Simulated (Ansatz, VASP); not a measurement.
## RbBr: VASP beside Ansatz

```
CELL_PARAMETERS angstrom
0.00000 3.42750 3.42750
3.42750 0.00000 3.42750
3.42750 3.42750 0.00000
ATOMIC_POSITIONS crystal
Rb 0.00000 0.00000 0.00000
Br 0.50000 0.50000 0.50000
```

Alike in both runs: task single point; functional LDA; k mesh 7 × 7 × 7; occupations fermi-dirac, width 0.03 eV; no spin polarisation.

```csv
,VASP,Ansatz
version,VASP 6.6.1,Ansatz 0.2.0
potentials or method,"VASP PAW LDA potentials, release 64 (Rb_sv, Br), cutoff 520 eV","all-electron LAPW, scalar-relativistic"
```

```tsv
	VASP	Ansatz	Ansatz less VASP
gap on the k mesh at the Fermi level (eV)	3.96	3.95	-0.009
pressure (GPa)	-1.2	-1.2	-0.04
```

LDA's correlation is that of Perdew and Zunger in VASP and of Perdew and Wang (1992) in Ansatz. Ansatz ran all-electron here, and VASP with PAW potentials.
